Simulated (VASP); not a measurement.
Input of a VASP 6.6.1 run:

INCAR

```
SYSTEM = AlSi16
  PREC = Accurate
  ENCUT = 520
  EDIFF = 1E-7
  ISMEAR = 0
  SIGMA = 0.02
  LREAL = Auto
  LASPH = .TRUE.
  NELM = 150
  ALGO = Normal
  ISIF = 2
  LWAVE = .FALSE.
  LCHARG = .FALSE.
  ISPIN = 2
  MAGMOM = 0 0 0 0 0 0 0 0 0 0 0 0 0 0 0 0 1
  LORBIT = 11
  GGA = PE
  NBANDS = 52
```

KPOINTS

```
Automatic mesh
0
G
  2 2 2
  0 0 0
```

Contents of POSCAR:

```
AlSi16
1.0
    0.0000000000      5.4300000000      5.4300000000
    5.4300000000      0.0000000000      5.4300000000
    5.4300000000      5.4300000000      0.0000000000
Si Al
16 1
Direct
   -0.0161785547      0.0180189245     -0.0009206415
    0.1201189002      0.1378369641      0.1229517865
   -0.0017331911      0.0072667987      0.4972780242
    0.1200896419      0.1378700798      0.6191463169
   -0.0016208808      0.5121738479     -0.0078738748
    0.1215359535      0.6353603164      0.1215963114
   -0.0016188052      0.5121749159      0.4974091204
    0.1219875180      0.6361182513      0.6209926202
    0.5001145335      0.0137601926      0.0033379690
    0.6220295810      0.1358972068      0.1210791547
    0.5000297439      0.0138450537      0.4828722794
    0.6224562677      0.1363230853      0.6206523749
    0.5042257598      0.4977056503     -0.0008816314
    0.6240807107      0.6338209468      0.1230988865
    0.4931245602      0.5121549482      0.4974041170
    0.6240526511      0.6338532562      0.6191137360
    0.3720183502      0.8858935215      0.8710853807
```

Potentials or basis: VASP PAW PBE potentials, release 64 (Si, Al).

Run with:

```console
$ cat potpaw_PBE.64/Si/POTCAR potpaw_PBE.64/Al/POTCAR > POTCAR
$ mpirun -np 1 vasp_std > vasp.out
```

Problem. Predict the net moment.

Solution. 0.00 μB per cell.

Problem. Estimate the largest force.

Solution. 0.016 eV/Å.

Stress tensor (GPa, compression positive):
```
5.52 0.00 0.00
0.00 5.53 0.00
0.00 0.00 5.16
```

Caveat: the k points lie up to 0.50 Å⁻¹ apart.
